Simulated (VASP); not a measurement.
ZnS:

```xyz
8
Lattice="3.8227 0.0000 0.0000 -1.9114 3.3106 0.0000 0.0000 0.0000 12.5200" Properties=species:S:1:pos:R:3 pbc="T T T"
Zn    1.9114    1.1035    9.3900
Zn    0.0000    2.2070    3.1300
Zn    0.0000    0.0000    6.2600
Zn    0.0000    0.0000    0.0000
S     1.9114    1.1035   11.7375
S     0.0000    2.2070    5.4775
S     0.0000    0.0000    8.6075
S     0.0000    0.0000    2.3475
```

Base run:

* Program: VASP 6.6.1
* Functional: RPBE
* Potentials or basis: VASP PAW PBE potentials, release 64 (Zn, S)
* Cutoff: 520 eV
* k mesh: 8 × 8 × 3
* Occupations: fermi-dirac, width 0.05 eV
* Spin: no spin polarisation

Its results: band gap on the k mesh 2.30 eV; pressure 4.0 GPa; largest force 0.044 eV/Å.

**Question.** The run is repeated on the same cell with these changes: functional from RPBE to revPBE; dispersion from none to D4. What comes out?

**Answer.** Band gap on the k mesh 2.26 eV; pressure -2.0 GPa; largest force 0.045 eV/Å.

Several settings changed at once.

Caveats: the PAW data sets were made with another functional, which shifts forces and pressure a little; an odd mesh through Γ misses points on the zone boundary, where band edges can lie; the cell stands under pressure (at least some runs).
